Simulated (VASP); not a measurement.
# Li (Fm-3m) in VASP: single point with PBE

Aim: the single point of Li with PBE.

Program: VASP 6.6.1. These are calculated values, not measurements. Logs are shortened: lines on timing, memory, paths and dates and some standing lists are left out, and cuts for length are marked.

## Step 1: The cell of the first run

It takes space group Fm-3m (No. 225, cubic). The conventional cell has a = 4.440 Å, b = 4.440 Å, c = 4.440 Å, α = 90.00°, β = 90.00°, γ = 90.00°. Li (site symmetry m-3m) has 12 Li at 3.14 Å within 4.1 Å.

This isn't the form of Li at room conditions, which is bcc.

## Step 2: Single point, PBE (21.89 Å³/atom)

INCAR reads:

```
PREC     = Accurate       # precision mode
ENCUT    = 520            # plane-wave cutoff, eV
EDIFF    = 1E-6           # SCF threshold, eV
ISMEAR   = -1             # smearing method
SIGMA    = 0.08           # smearing width, eV
LREAL    = F              # projectors in reciprocal space
LASPH    = T              # aspherical terms in the spheres
NELM     = 100            # most SCF steps
ALGO     = Normal         # electronic algorithm
ISIF     = 2              # what is computed and relaxed
LWAVE    = F              # write WAVECAR
LCHARG   = F              # write CHGCAR
GGA      = PE             # functional
NBANDS   = 8              # bands
```

KPOINTS reads:

```
regular mesh
0
Gamma
  13 13 13
```

POSCAR reads:

```
Li
1.0
    0.0000000000      2.2201991724      2.2201991724
    2.2201991724      0.0000000000      2.2201991724
    2.2201991724      2.2201991724      0.0000000000
Li
1
Direct
    0.0000000000      0.0000000000      0.0000000000
```

Potentials or basis: VASP PAW PBE potentials, release 64 (Li_sv).

Command:

```
> cat potpaw_PBE.64/Li_sv/POTCAR > POTCAR
> mpirun -np 1 vasp_std > vasp.out
```

OUTCAR:

```text
PREC = Accurate
   ENCUT = 520
   EDIFF = 1E-6
   ISMEAR = -1
   LREAL = F
   LASPH = T
   NELM = 100
   ISIF = 2
   GGA = PE

 ion  position               nearest neighbor table
   1  0.000  0.000  0.000-

  LATTYP: Found a face centered cubic cell.
 ALAT       =     4.4403983448

  Lattice vectors:

 A1 = (   0.0000000000,   2.2201991724,   2.2201991724)
 A2 = (   2.2201991724,   0.0000000000,   2.2201991724)
 A3 = (   2.2201991724,   2.2201991724,   0.0000000000)

Analysis of symmetry for initial positions (statically):
=====================================================================
 Subroutine PRICEL returns:
 Original cell was already a primitive cell.

 Routine SETGRP: Setting up the symmetry group for a
 face centered cubic supercell.

 Subroutine GETGRP returns: Found 48 space group operations
 (whereof 48 operations were pure point group operations)
 out of a pool of 48 trial point group operations.

The static configuration has the point symmetry O_h .

Analysis of symmetry for dynamics (positions and initial velocities):
=====================================================================
 Subroutine PRICEL returns:
 Original cell was already a primitive cell.

 Routine SETGRP: Setting up the symmetry group for a
 face centered cubic supercell.

 Subroutine GETGRP returns: Found 48 space group operations
 (whereof 48 operations were pure point group operations)
 out of a pool of 48 trial point group operations.

The dynamic configuration has the point symmetry O_h .

 Subroutine INISYM returns: Found 48 space group operations
 (whereof 48 operations are pure point group operations),
 and found     1 'primitive' translations

----------------------------------------------------------------------------------------

                                     Primitive cell

  volume of cell :      21.8880

  direct lattice vectors                    reciprocal lattice vectors
     0.000000000  2.220199172  2.220199172    -0.225205020  0.225205020  0.225205020
     2.220199172  0.000000000  2.220199172     0.225205020 -0.225205020  0.225205020
     2.220199172  2.220199172  0.000000000     0.225205020  0.225205020 -0.225205020

  length of vectors
     3.139835781  3.139835781  3.139835781     0.390066538  0.390066538  0.390066538

  position of ions in fractional coordinates (direct lattice)
     0.000000000  0.000000000  0.000000000

  ion indices of the primitive-cell ions
   primitive index   ion index
                 1           1

----------------------------------------------------------------------------------------

 KPOINTS: regular mesh

Automatic generation of k-mesh.
 Grid dimensions read from file:
 generate k-points for:   13   13   13

 Generating k-lattice:

  Cartesian coordinates                     Fractional coordinates (reciprocal lattice)
    -0.017323463  0.017323463  0.017323463     0.076923077  0.000000000  0.000000000
     0.017323463 -0.017323463  0.017323463     0.000000000  0.076923077  0.000000000
     0.017323463  0.017323463 -0.017323463     0.000000000  0.000000000  0.076923077

  Length of vectors
     0.030005118  0.030005118  0.030005118

  Shift w.r.t. Gamma in fractional coordinates (k-lattice)
     0.000000000  0.000000000  0.000000000

 Subroutine IBZKPT returns following result:
 ===========================================

 Found     84 irreducible k-points:

 Following reciprocal coordinates:
            Coordinates               Weight
  0.000000  0.000000  0.000000      1.000000
  0.076923  0.000000  0.000000      8.000000
  0.153846  0.000000  0.000000      8.000000
  0.230769  0.000000  0.000000      8.000000
  0.307692  0.000000  0.000000      8.000000
  0.384615  0.000000  0.000000      8.000000
[... 16 lines left out ...]
  0.384615  0.153846  0.000000     24.000000
  0.461538  0.153846  0.000000     24.000000
 [... further k-points ...]
   k-points           NKPTS =     84   k-points in BZ     NKDIM =     84   number of bands    NBANDS=      8
   number of dos      NEDOS =    301   number of ions     NIONS =      1
   total plane-waves  NPLWV =  13824
   dimension x,y,z NGX =    24 NGY =   24 NGZ =   24
   dimension x,y,z NGXF=    48 NGYF=   48 NGZF=   48
   ions per type =               1
   NGX,Y,Z   is equivalent  to a cutoff of  12.71, 12.71, 12.71 a.u.
   NGXF,Y,Z  is equivalent  to a cutoff of  25.41, 25.41, 25.41 a.u.
 SYSTEM =  unknown system
   PREC   = accura    normal or accurate (medium, high low for compatibility)
   ISTART =      0    job   : 0-new  1-cont  2-samecut
   ICHARG =      2    charge: 1-file 2-atom 10-const
   ISPIN  =      1    spin polarized calculation?
   LNONCOLLINEAR =      F non collinear calculations
   LSORBIT =      F    spin-orbit coupling
   LASPH  =      T    aspherical Exc in radial PAW
   ENCUT  =  520.0 eV  38.22 Ry    6.18 a.u.   5.84  5.84  5.84*2*pi/ulx,y,z
   NELM   =    100;   NELMIN=  2; NELMDL= -5     # of ELM steps
   EDIFF  = 0.1E-05   stopping-criterion for ELM
   LREAL  =      F    real-space projection
   EDIFFG = 0.1E-04   stopping-criterion for IOM
   NSW    =      0    number of steps for IOM
   IBRION =     -1    ionic relax: 0-MD 1-quasi-New 2-CG
   NFREE  =      0    steps in history (QN), initial steepest desc. (CG)
   ISIF   =      2    stress and relaxation
   ISYM   =      2    0-nonsym 1-usesym 2-fastsym
   POTIM  = 0.5000    time-step for ionic-motion
   TEBEG  =    0.0;   TEEND  =   0.0 temperature during run
   PSTRESS=    0.0 pullay stress
   NELECT =       3.0000    total number of electrons
   NUPDOWN=      -1.0000    fix difference up-down
   EMIN   =  10.00;   EMAX   =-10.00  energy-range for DOS
   EFERMI =   0.00;   METHOD = LEGACY
   ISMEAR =    -1;   SIGMA  =   0.08  broadening in eV -4-tet -1-fermi 0-gaus
   EFERMI_NEDOS =   21; number of points for ismear=-14 and -15
   IALGO  =     38    algorithm
   IMIX   =      4    mixing-type and parameters
     AMIX     =   0.40;   BMIX     =  1.00
     AMIX_MAG =   1.60;   BMIX_MAG =  1.00
  volume/ion in A,a.u.               =      21.89       147.71
  Fermi-wavevector in a.u.,A,eV,Ry     =   0.844073  1.595067  9.693595  0.712459
  Thomas-Fermi vector in A             =   1.959043
   LORBIT       =      0    0 simple, 1 ext, 2 COOP (PROOUT), +10 PAW based schemes
   GGA     = PE    functional components
   LHFCALC =     F    Hartree Fock is set to
   AEXX    =    0.0000 exact exchange contribution
   IVDW    =     0    specifies the selected vdW correction
   LEPSILON=     F    determine dielectric tensor
   LRPA    =     F    only Hartree local field effects (RPA)
 non-spin polarized calculation
  energy-cutoff  :      520.00
  volume of cell :       21.89
 maximum number of plane-waves:       609
   NGX = 11   NGY = 11   NGZ = 11

 number of electron       3.0000010 magnetization

 Free energy of the ion-electron system (eV)
  ---------------------------------------------------
  ext. energy  EPLUGINS =         0.00000000
  ---------------------------------------------------
  free energy    TOTEN  =        -1.90472267 eV

  energy without entropy =       -1.89216813  energy(sigma->0) =       -1.89844540

 E-fermi :   0.4369     XC(G=0):  -6.8598

 val. band max:        0.4033120641   @ k =  -0.2308   0.3077   0.0769
 cond. band min:       0.4703772439   @ k =  -0.3846   0.1538   0.0000
 fundamental gap:      0.0670651798
 Fermi energy:         0.4368774787

 k-point     1 :       0.0000    0.0000    0.0000
  band No.  band energies     occupation
      1     -46.2419      2.00000
      2      -3.0415      2.00000
      3      14.0065      0.00000
      4      14.0066      0.00000
      5      14.0066      0.00000
      6      17.7776      0.00000
      7      17.7776      0.00000
      8      17.7776      0.00000

 k-point     2 :       0.0769    0.0000    0.0000
  band No.  band energies     occupation
      1     -46.2410      2.00000
      2      -2.9384      2.00000
      3      12.9473      0.00000
      4      13.7875      0.00000
      5      13.7876      0.00000
      6      17.0483      0.00000
      7      18.1687      0.00000
      8      18.1687      0.00000

 k-point     3 :       0.1538    0.0000    0.0000
  band No.  band energies     occupation
      1     -46.2389      2.00000
      2      -2.6299      2.00000
      3      10.7813      0.00000
      4      13.3424      0.00000
      5      13.3425      0.00000
      6      17.0885      0.00000
      7      18.8563      0.00000
      8      18.8563      0.00000

 k-point     4 :       0.2308    0.0000    0.0000
  band No.  band energies     occupation
      1     -46.2360      2.00000
      2      -2.1175      2.00000
      3       8.5162      0.00000
      4      12.9238      0.00000
      5      12.9238      0.00000
      6      17.4030      0.00000
      7      18.4496      0.00000
      8      18.4498      0.00000

 k-point     5 :       0.3077    0.0000    0.0000
  band No.  band energies     occupation
      1     -46.2329      2.00000
      2      -1.4100      2.00000
      3       6.4241      0.00000
      4      12.6255      0.00000
      5      12.6255      0.00000
      6      17.3945      0.00000
      7      17.4702      0.00000
      8      17.4703      0.00000

 k-point     6 :       0.3846    0.0000    0.0000
  band No.  band energies     occupation
      1     -46.2303      2.00000
      2      -0.5466      1.99999
      3       4.6167      0.00000
      4      12.4568      0.00000
      5      12.4569      0.00000
      6      16.6884      0.00000
      7      16.6885      0.00000
      8      17.0599      0.00000

 k-point     7 :       0.4615    0.0000    0.0000
  band No.  band energies     occupation
      1     -46.2288      2.00000
      2       0.2726      1.77265
      3       3.3205      0.00000
      4      12.3889      0.00000
      5      12.3889      0.00000
      6      16.2668      0.00000
      7      16.2669      0.00000
      8      16.8303      0.00000
[... 133 lines left out ...]
 k-point    20 :       0.1538    0.1538    0.0000
  band No.  band energies     occupation
      1     -46.2380      2.00000
      2      -2.4906      2.00000
      3      11.7450      0.00000
      4      11.7450      0.00000
      5      13.8601      0.00000
      6      14.2046      0.00000
      7      16.5989      0.00000
      8      20.9697      0.00000

 k-point    21 :       0.2308    0.1538    0.0000
  band No.  band energies     occupation
      1     -46.2358      2.00000
      2      -2.1110      2.00000
      3      10.1442      0.00000
      4      11.1520      0.00000
      5      13.4682      0.00000
      6      14.2072      0.00000
      7      15.5762      0.00000
      8      21.6644      0.00000

 k-point    22 :       0.3077    0.1538    0.0000
  band No.  band energies     occupation
      1     -46.2330      2.00000
      2      -1.5269      2.00000
      3       8.0238      0.00000
      4      10.7770      0.00000
      5      12.5931      0.00000
      6      14.0681      0.00000
      7      16.3298      0.00000
      8      21.0484      0.00000

 k-point    23 :       0.3846    0.1538    0.0000
  band No.  band energies     occupation
      1     -46.2303      2.00000
      2      -0.7497      2.00000
      3       6.0308      0.00000
      4      10.6350      0.00000
      5      11.6042      0.00000
      6      13.9425      0.00000
      7      17.7797      0.00000
      8      20.0250      0.00000

 k-point    24 :       0.4615    0.1538    0.0000
  band No.  band energies     occupation
      1     -46.2283      2.00000
      2       0.1654      1.93501
      3       4.3289      0.00000
      4      10.7287      0.00000
      5      10.7704      0.00000
      6      13.9845      0.00000
      7      19.1261      0.00000
      8      19.3379      0.00000

 [... further k-points ...]

------------------------ aborting loop because EDIFF is reached ----------------------------------------

  FORCE on cell =-STRESS in cart. coord.  units (eV):
  Direction    XX          YY          ZZ          XY          YZ          ZX
  --------------------------------------------------------------------------------------
  -------------------------------------------------------------------------------------
  Total       -0.1370177     -0.1370177     -0.1370177      0.0000000     -0.0000000      0.0000000
  in kB      -10.0295519    -10.0295519    -10.0295519      0.0000000     -0.0000000      0.0000000
  external PRESSURE =     -10.0295519 kB  Pullay stress =       0.0000000 kB

 VOLUME and BASIS-vectors are now :
 -----------------------------------------------------------------------------
  energy-cutoff  :      520.00
  volume of cell :       21.89
      direct lattice vectors                 reciprocal lattice vectors
     0.000000000  2.220199172  2.220199172    -0.225205020  0.225205020  0.225205020
     2.220199172  0.000000000  2.220199172     0.225205020 -0.225205020  0.225205020
     2.220199172  2.220199172  0.000000000     0.225205020  0.225205020 -0.225205020

 POSITION                                       TOTAL-FORCE (eV/Angst)
 -----------------------------------------------------------------------------------
      0.00000      0.00000      0.00000        -0.000000     -0.000000      0.000000
 -----------------------------------------------------------------------------------
    total drift:                               -0.000000      0.000000     -0.000000

  FREE ENERGIE OF THE ION-ELECTRON SYSTEM (eV)
  ---------------------------------------------------
  free  energy   TOTEN  =        -1.9047226666 eV

  energy  without entropy=       -1.8921681296  energy(sigma->0) =       -1.89844540
```

Run time: 9.1 s. Hardware: 1 thread of Intel Xeon 8259CL, shared host; peak memory 0.13 GiB.

Results:

```
Free energy            : -1.9047 eV
Band gap on the k mesh : zero (an odd number of electrons rules out a gap without spin polarisation)
```

Caveat: the cutoff is under 1.25 times the usual one of these potentials, so pressure, stress and relaxed cells hold a basis-set (Pulay) error.
